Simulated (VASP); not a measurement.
ZrS2, 3 atoms in the cell. Symmetry: P-3m1, No. 164, trigonal system. The conventional cell has a = 3.691 Å, b = 3.691 Å, c = 6.041 Å, α = 90.00°, β = 90.00°, γ = 120.00°. Within 3.4 Å of Zr (site symmetry -3m) lie 6 S at 2.57 Å. S (site symmetry 3m) has 3 Zr at 2.57 Å within 3.4 Å. 

* Program: VASP 6.6.1
* Task: single point
* Functional: PBEsol
* Potentials or basis: VASP PAW PBE potentials, release 64 (Zr_sv, S)
* Cutoff: 500 eV
* k mesh: 6 × 6 × 4
* Occupations: methfessel-paxton, width 0.02 eV
* Spin: no spin polarisation
* Dipole correction: no
* Further INCAR settings: ALGO = Normal; EDIFF = 1e-06; NBANDS = 19

Potentials or basis: VASP PAW PBE potentials, release 64 (Zr_sv, S).

The run is started by

```sh
$ cat potpaw_PBE.64/Zr_sv/POTCAR potpaw_PBE.64/S/POTCAR > POTCAR
$ mpirun -np 1 vasp_std > vasp.out
```

Hardware: 1 thread of Intel(R) Xeon(R) Platinum 8375C CPU @ 2.90GHz (Ice Lake), with other jobs on the host.

Task: How long does it take, and how much memory?

Result: Run time: 28 s on 1 thread of Intel(R) Xeon(R) Platinum 8375C CPU @ 2.90GHz (Ice Lake), with other jobs on the host, peak memory 0.19 GiB. Counts: scf iterations 14, k points 24.
